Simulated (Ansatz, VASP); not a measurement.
**Two plane-wave programs on Cr**

File INCAR:

```
SYSTEM = Cr
PREC = Accurate ; ENCUT = 520
EDIFF = 1E-6 ; ISMEAR = 0
SIGMA = 0.1 ; LREAL = .FALSE.
LASPH = .TRUE. ; NELM = 150
ALGO = Fast ; ISIF = 2
LWAVE = .FALSE. ; LCHARG = .TRUE.
ISPIN = 2 ; MAGMOM = -1.11 1.11
LORBIT = 11 ; LMAXMIX = 4
GGA = PE ; LELF = .TRUE.
LVHAR = .TRUE. ; NBANDS = 23
```

Contents of KPOINTS:

```
regular mesh
0
G
  14 14 14
  0 0 0
```

File POSCAR:

```
Cr
1.0
    2.8657718291      0.0000000000      0.0000000000
    0.0000000000      2.8657718291      0.0000000000
    0.0000000000      0.0000000000      2.8657718291
Cr
2
Direct
    0.0000000000      0.0000000000      0.0000000000
    0.5000000000      0.5000000000      0.5000000000
```

Input for Ansatz:

```yaml
crystal:
  lattice:
    - [2.8657718291, 0.0, 0.0]
    - [0.0, 2.8657718291, 0.0]
    - [0.0, 0.0, 2.8657718291]
  atoms:
    - { symbol: Cr, position: [0.0, 0.0, 0.0], spin: -1.11 }
    - { symbol: Cr, position: [0.5, 0.5, 0.5], spin: 1.11 }
basis:
  ecutwfc: 420
kpoints:
  mp_grid: { grid: [14, 14, 14] }
  band_path:
    path:
      - [[0.0, 0.0, 0.0], [0.0, 1.0, 0.0], [0.5, 0.5, 0.0], [0.0, 0.0, 0.0], [0.5, 0.5, 0.5], [0.0, 1.0, 0.0]]
      - [[0.5, 0.5, 0.5], [0.5, 0.5, 0.0]]
    npoints: 14
hamiltonian:
  xc: pbe
scf:
  occupations: { method: gaussian, width: 0.1 }
  n_extra_bands: 6
output:
  forces: true
  stress: true
  eigenvalues: true
  populations: true
  dos: { projected: true, de: 0.02, nscf_kmesh: { grid: [21, 21, 21] } }
  bader: true
  write_density: true
  write_potential: true
  elf: true
  volumetric_format: npy
magnetization:
  spin_polarized: true
checkpoint:
  read: start.run
  write: ck
  compress: false
  write_wavefunctions: false
  write_every: 100000
```

Alike in both runs: task single point; functional PBE; k mesh 14 × 14 × 14; occupations gaussian, width 0.1 eV; collinear spin.

|  | VASP | Ansatz |
| --- | --- | --- |
| version | VASP 6.6.1 | Ansatz 0.2.0 |
| potentials or method | VASP PAW PBE potentials, release 64 (Cr_pv), cutoff 520 eV | scalar-relativistic, plane waves, PAW |
| valence electrons in the cell | 24 | 28 |

Ansatz gave:

| Property | Result |
| --- | --- |
| gap on the k mesh at the Fermi level (eV) | none |
| pressure (GPa) | 0.0 |
| net moment per atom (μB) | 0.00 |
| size of the moment on the site where the two differ most (μB) | 1.01 |

Which values does VASP return?

gap on the k mesh at the Fermi level (eV): none; pressure (GPa): 0.0; net moment per atom (μB): 0.00; size of the moment on the site where the two differ most (μB): 1.11.

Site moments also hang on the region over which each program counts them. A gap of «none» marks a metal or a gap that the smearing closes. VASP's potentials hold 24 valence electrons a cell and Ansatz's 28, so a difference there can come from the potentials and not from the codes. Ansatz's warnings: stability check not made.
